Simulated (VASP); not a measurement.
# Ti3Al5 (P4/mmm) in VASP: a series of runs

The runs below take Ti3Al5 through single point, with r2SCAN.

Everything below comes from runs of VASP 6.6.1. Logs are shortened: lines on timing, memory, paths and dates and some standing lists are left out, and cuts for length are marked.

### 1 The cell of the first run

Symmetry: P4/mmm, No. 123, tetragonal system. The conventional cell has a = 3.937 Å, b = 3.937 Å, c = 8.408 Å, α = 90.00°, β = 90.00°, γ = 90.00°. Within 3.7 Å of Ti (site symmetry 4/mmm) lie 4 Ti at 2.78 Å and 8 Al at 2.87 Å. Ti (site symmetry 4/mmm) has 12 Al at 2.78 to 2.89 Å within 3.7 Å. Within 3.7 Å of Ti (site symmetry 4/mmm) lie 4 Ti at 2.78 Å and 8 Al at 2.87 Å. Within 3.7 Å of Al (site symmetry 2mm) lie 6 Al at 2.78 to 2.89 Å and 6 Ti at 2.87 to 2.89 Å. Al (site symmetry 4/mmm) has 4 Ti at 2.78 Å and 8 Al at 2.89 Å within 3.7 Å.

### 2 Single point, r2SCAN (16.29 Å³/atom)

POSCAR

```
Ti3Al5
1.0
    3.9368206831      0.0000000000      0.0000000000
    0.0000000000      3.9368206831      0.0000000000
    0.0000000000      0.0000000000      8.4076424834
Ti Al
3 5
Direct
    0.0000000000      0.0000000000      0.5000000000
    0.5000000000      0.5000000000      0.0000000000
    0.5000000000      0.5000000000      0.5000000000
    0.0000000000      0.5000000000      0.2518779177
    0.0000000000      0.5000000000      0.7481220823
    0.5000000000      0.0000000000      0.2518779177
    0.5000000000      0.0000000000      0.7481220823
    0.0000000000      0.0000000000      0.0000000000
```

INCAR.step1

```
PREC = Accurate
ENCUT = 520
ISMEAR = 0
SIGMA = 0.1
LREAL = F
LASPH = T
NELM = 80
NBANDS = 36
GGA = PE
ALGO = Normal
EDIFF = 1E-4
LWAVE = T
LCHARG = F
```

INCAR.step2

```
PREC = Accurate
ENCUT = 520
EDIFF = 1E-6
ISMEAR = 0
SIGMA = 0.1
LREAL = F
LASPH = T
NELM = 80
ALGO = Normal
ISIF = 2
LWAVE = F
LCHARG = F
METAGGA = R2SCAN
LMIXTAU = T
NBANDS = 36
ISTART = 1
```

KPOINTS

```
Automatic mesh
0
Gamma
  10 10 4
```

Potentials or basis: VASP PAW PBE potentials, release 64 (Ti_sv, Al).

Launch:

```sh
$ cat potpaw_PBE.64/Ti_sv/POTCAR potpaw_PBE.64/Al/POTCAR > POTCAR
$ cp INCAR.step1 INCAR
$ mpirun -np 1 vasp_std > vasp.out
$ cp INCAR.step2 INCAR
$ mpirun -np 1 vasp_std > vasp.out
```

OUTCAR:

```text
PREC = Accurate
   ENCUT = 520
   EDIFF = 1E-6
   ISMEAR = 0
   LREAL = F
   LASPH = T
   NELM = 80
   ISIF = 2
   METAGGA = R2SCAN
   ISTART = 1

 ion  position               nearest neighbor table
   1  0.000  0.000  0.500-   3 2.78   3 2.78   3 2.78   3 2.78   7 2.87   4 2.87   4 2.87   5 2.87
                             5 2.87   6 2.87   7 2.87   6 2.87
   2  0.500  0.500  0.000-   8 2.78   8 2.78   8 2.78   8 2.78   4 2.89   6 2.89   7 2.89   5 2.89
                             4 2.89   5 2.89   6 2.89   7 2.89
   3  0.500  0.500  0.500-   1 2.78   1 2.78   1 2.78   1 2.78   7 2.87   4 2.87   6 2.87   7 2.87
                             5 2.87   4 2.87   5 2.87   6 2.87
   4  0.000  0.500  0.252-   6 2.78   6 2.78   6 2.78   6 2.78   3 2.87   3 2.87   1 2.87   1 2.87
                             2 2.89   2 2.89   8 2.89   8 2.89
   5  0.000  0.500  0.748-   7 2.78   7 2.78   7 2.78   7 2.78   3 2.87   3 2.87   1 2.87   1 2.87
                             2 2.89   2 2.89   8 2.89   8 2.89
   6  0.500  0.000  0.252-   4 2.78   4 2.78   4 2.78   4 2.78   3 2.87   1 2.87   1 2.87   3 2.87
                             2 2.89   2 2.89   8 2.89   8 2.89
   7  0.500  0.000  0.748-   5 2.78   5 2.78   5 2.78   5 2.78   3 2.87   1 2.87   1 2.87   3 2.87
                             2 2.89   2 2.89   8 2.89   8 2.89
   8  0.000  0.000  0.000-   2 2.78   2 2.78   2 2.78   2 2.78   7 2.89   4 2.89   4 2.89   5 2.89
                             5 2.89   6 2.89   7 2.89   6 2.89

  LATTYP: Found a simple tetragonal cell.
 ALAT       =     3.9368206831
 C/A-ratio  =     2.1356427331

  Lattice vectors:

 A1 = (   3.9368206831,   0.0000000000,   0.0000000000)
 A2 = (   0.0000000000,   3.9368206831,   0.0000000000)
 A3 = (   0.0000000000,   0.0000000000,   8.4076424834)

Analysis of symmetry for initial positions (statically):
=====================================================================
 Subroutine PRICEL returns:
 Original cell was already a primitive cell.

 Routine SETGRP: Setting up the symmetry group for a
 simple tetragonal supercell.

 Subroutine GETGRP returns: Found 16 space group operations
 (whereof 16 operations were pure point group operations)
 out of a pool of 16 trial point group operations.

The static configuration has the point symmetry D_4h.

Analysis of symmetry for dynamics (positions and initial velocities):
=====================================================================
 Subroutine PRICEL returns:
 Original cell was already a primitive cell.

 Routine SETGRP: Setting up the symmetry group for a
 simple tetragonal supercell.

[... 124 lines left out ...]
   POTIM  = 0.5000    time-step for ionic-motion
   TEBEG  =    0.0;   TEEND  =   0.0 temperature during run
   PSTRESS=    0.0 pullay stress
   NELECT =      51.0000    total number of electrons
   NUPDOWN=      -1.0000    fix difference up-down
   EMIN   =  10.00;   EMAX   =-10.00  energy-range for DOS
   EFERMI =   0.00;   METHOD = LEGACY
   ISMEAR =     0;   SIGMA  =   0.10  broadening in eV -4-tet -1-fermi 0-gaus
   EFERMI_NEDOS =   21; number of points for ismear=-14 and -15
   IALGO  =     38    algorithm
   IMIX   =      4    mixing-type and parameters
     AMIX     =   0.40;   BMIX     =  1.00
     AMIX_MAG =   1.60;   BMIX_MAG =  1.00
  volume/ion in A,a.u.               =      16.29       109.92
  Fermi-wavevector in a.u.,A,eV,Ry     =   1.197502  2.262951 19.510917  1.434012
  Thomas-Fermi vector in A             =   2.333416
   LORBIT       =      0    0 simple, 1 ext, 2 COOP (PROOUT), +10 PAW based schemes
   METAGGA = R2SCAN    functional components
   LHFCALC =     F    Hartree Fock is set to
   AEXX    =    0.0000 exact exchange contribution
   IVDW    =     0    specifies the selected vdW correction
   LEPSILON=     F    determine dielectric tensor
   LRPA    =     F    only Hartree local field effects (RPA)
 non-spin polarized calculation
 Gauss-broadening in eV      SIGMA  =   0.10
  energy-cutoff  :      520.00
  volume of cell :      130.31
 maximum number of plane-waves:      3536
 NGX is ok and might be reduce to    30
   NGX = 15   NGY = 15   NGZ = 31

 number of electron      50.9999987 magnetization

 Free energy of the ion-electron system (eV)
  ---------------------------------------------------
  ext. energy  EPLUGINS =         0.00000000
  ---------------------------------------------------
  free energy    TOTEN  =       -76.02139081 eV

  energy without entropy =      -75.99531743  energy(sigma->0) =      -76.00835412

 E-fermi :   8.2297     XC(G=0): -11.6043

 val. band max:        8.2272804308   @ k =   0.2000   0.1000   0.5000
 cond. band min:       8.2334611326   @ k =   0.1000   0.1000   0.2500
 fundamental gap:      0.0061807018
 Fermi energy:         8.2296860365

 k-point     1 :       0.0000    0.0000    0.0000
  band No.  band energies     occupation
      1     -50.9540      2.00000
      2     -50.7519      2.00000
      3     -50.4426      2.00000
      4     -26.2021      2.00000
      5     -26.1915      2.00000
      6     -26.1915      2.00000
[... 925 lines left out ...]
     35      11.5565      0.00000
     36      11.6797      0.00000

 [... further k-points ...]

------------------------ aborting loop because EDIFF is reached ----------------------------------------

  FORCE on cell =-STRESS in cart. coord.  units (eV):
  Direction    XX          YY          ZZ          XY          YZ          ZX
  --------------------------------------------------------------------------------------
  -------------------------------------------------------------------------------------
  Total       -2.6456447     -2.6456447     -2.6432641      0.0000000      0.0000000      0.0000000
  in kB      -32.5294414    -32.5294414    -32.5001705      0.0000000      0.0000000      0.0000000
  external PRESSURE =     -32.5196845 kB  Pullay stress =       0.0000000 kB

 VOLUME and BASIS-vectors are now :
 -----------------------------------------------------------------------------
  energy-cutoff  :      520.00
  volume of cell :      130.31
      direct lattice vectors                 reciprocal lattice vectors
     3.936820683  0.000000000  0.000000000     0.254012077  0.000000000  0.000000000
     0.000000000  3.936820683  0.000000000     0.000000000  0.254012077  0.000000000
     0.000000000  0.000000000  8.407642483     0.000000000  0.000000000  0.118939406

 POSITION                                       TOTAL-FORCE (eV/Angst)
 -----------------------------------------------------------------------------------
      0.00000      0.00000      4.20382         0.000000      0.000000      0.000000
      1.96841      1.96841      0.00000         0.000000      0.000000      0.000000
      1.96841      1.96841      4.20382         0.000000      0.000000      0.000000
      0.00000      1.96841      2.11770         0.000000      0.000000     -0.011713
      0.00000      1.96841      6.28994         0.000000     -0.000000      0.011713
      1.96841      0.00000      2.11770         0.000000      0.000000     -0.011713
      1.96841      0.00000      6.28994        -0.000000     -0.000000      0.011713
      0.00000      0.00000      0.00000         0.000000      0.000000      0.000000
 -----------------------------------------------------------------------------------
    total drift:                                0.000000      0.000000      0.000000

  FREE ENERGIE OF THE ION-ELECTRON SYSTEM (eV)
  ---------------------------------------------------
  free  energy   TOTEN  =       -76.0213908086 eV

  energy  without entropy=      -75.9953174287  energy(sigma->0) =      -76.00835412
```

OUTCAR.step1:

```text
PREC = Accurate
   ENCUT = 520
   ISMEAR = 0
   LREAL = F
[... 1190 lines left out ...]
      0.00000      1.96841      6.28994        -0.000000     -0.000000     -0.045793
      1.96841      0.00000      2.11770        -0.000000      0.000000      0.045793
      1.96841      0.00000      6.28994         0.000000     -0.000000     -0.045793
      0.00000      0.00000      0.00000         0.000000      0.000000      0.000000
 -----------------------------------------------------------------------------------
    total drift:                                0.000000      0.000000      0.000000

  FREE ENERGIE OF THE ION-ELECTRON SYSTEM (eV)
  ---------------------------------------------------
  free  energy   TOTEN  =       -45.4132572678 eV

  energy  without entropy=      -45.3854323534  energy(sigma->0) =      -45.39934481
```

OSZICAR.step1:

```text
N       E                     dE             d eps       ncg     rms          rms(c)
DAV:   1     0.530290040498E+03    0.53029E+03   -0.23164E+04  4568   0.144E+03
DAV:   2     0.156140414033E+02   -0.51468E+03   -0.50068E+03  4548   0.447E+02
DAV:   3    -0.427116034760E+02   -0.58326E+02   -0.56802E+02  7296   0.129E+02
DAV:   4    -0.502509428158E+02   -0.75393E+01   -0.74414E+01  7172   0.385E+01
DAV:   5    -0.506308583534E+02   -0.37992E+00   -0.37969E+00  6500   0.789E+00    0.174E+01
DAV:   6    -0.468289248217E+02    0.38019E+01   -0.53699E+01  6624   0.422E+01    0.104E+01
DAV:   7    -0.468281486872E+02    0.77613E-03   -0.28465E+01  6204   0.282E+01    0.877E+00
DAV:   8    -0.456176741668E+02    0.12105E+01   -0.34474E+00  6204   0.109E+01    0.450E+00
DAV:   9    -0.454877552257E+02    0.12992E+00   -0.15452E+00  6352   0.755E+00    0.268E+00
DAV:  10    -0.454409422608E+02    0.46813E-01   -0.73172E-01  6680   0.680E+00    0.190E+00
DAV:  11    -0.454115965971E+02    0.29346E-01   -0.17382E-01  6144   0.266E+00    0.442E-01
DAV:  12    -0.454134591844E+02   -0.18626E-02   -0.16020E-02  6232   0.837E-01    0.182E-01
DAV:  13    -0.454132683928E+02    0.19079E-03   -0.23386E-03  6380   0.334E-01    0.889E-02
DAV:  14    -0.454132572678E+02    0.11125E-04   -0.58733E-04  5492   0.192E-01
   1 F= -.45413257E+02 E0= -.45399345E+02  d E =-.278249E-01
```

Wall time 29 min (1 thread of Intel Xeon 8259CL, shared host); peak memory 0.4 GiB.

What came out:

| Quantity | Value |
| --- | --- |
| Free energy | -76.0214 eV |
| Pressure | -3.3 GPa |
| Largest force | 0.012 eV/Å |
| Band gap on the k mesh | zero (an odd number of electrons rules out a gap without spin polarisation) |

Forces in eV/Å, atoms in the order of the input:
```
Ti   0.000  0.000  0.000
Ti   0.000  0.000  0.000
Ti   0.000  0.000  0.000
Al   0.000  0.000 -0.012
Al   0.000  0.000  0.012
Al   0.000  0.000 -0.012
Al   0.000  0.000  0.012
Al   0.000  0.000  0.000
```

Levels at points of the mesh, in eV from the Fermi level:
```tsv
k point	band 22	band 23	band 24	band 25	band 26	band 27	band 28	band 29
(0.00, 0.00, 0.00)	-1.10	-1.10	-0.87	-0.16	0.22	0.22	0.65	1.14
(0.50, 0.00, 0.00)	-0.56	-0.51	-0.44	0.11	0.19	0.33	0.86	1.19
(0.50, 0.50, 0.00)	-2.22	-2.22	-1.51	-1.51	-0.88	-0.14	1.01	1.58
(0.00, 0.00, 0.50)	-1.25	-0.87	-0.39	-0.07	0.42	0.62	0.62	0.64
(0.50, 0.00, 0.50)	-0.36	-0.16	-0.09	-0.01	0.12	0.48	0.66	0.77
(0.50, 0.50, 0.50)	-2.56	-1.23	-1.23	-1.19	-0.85	-0.51	1.38	1.53
```

Caveat: the cell stands under tension; the PAW data sets were made with another functional, which shifts forces and pressure a little.

(Part 1 of 2 ends here.)
